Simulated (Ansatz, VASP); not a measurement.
# BN in VASP and in Ansatz

```
B N
1.0
     0.00000    1.81300    1.81300
     1.81300    0.00000    1.81300
     1.81300    1.81300    0.00000
B N
1 1
Cartesian
  0.0000 0.0000 0.0000
  2.7195 2.7195 2.7195
```

Alike in both runs: task single point; functional BLYP; k mesh 12 × 12 × 12; no spin polarisation.

|  | VASP | Ansatz |
| --- | --- | --- |
| version | VASP 6.6.1 | Ansatz 0.2.0 |
| potentials or method | VASP PAW PBE potentials, release 64 (B, N), cutoff 600 eV | scalar-relativistic, plane waves, PAW |
| occupations | tetrahedron | tetrahedron-uncorrected |
| valence electrons in the cell | 8 | 8 |

|  | VASP | Ansatz | Ansatz less VASP |
| --- | --- | --- | --- |
| gap on the k mesh at the Fermi level (eV) | 4.87 | 4.86 | -0.005 |
| least direct gap on the mesh (eV) | 8.89 | 8.88 | -0.010 |
| pressure (GPa) | 6.0 | 6.4 | +0.38 |

VASP's potentials were made for PBE, not for BLYP. Ansatz's warnings: band table not solved further.
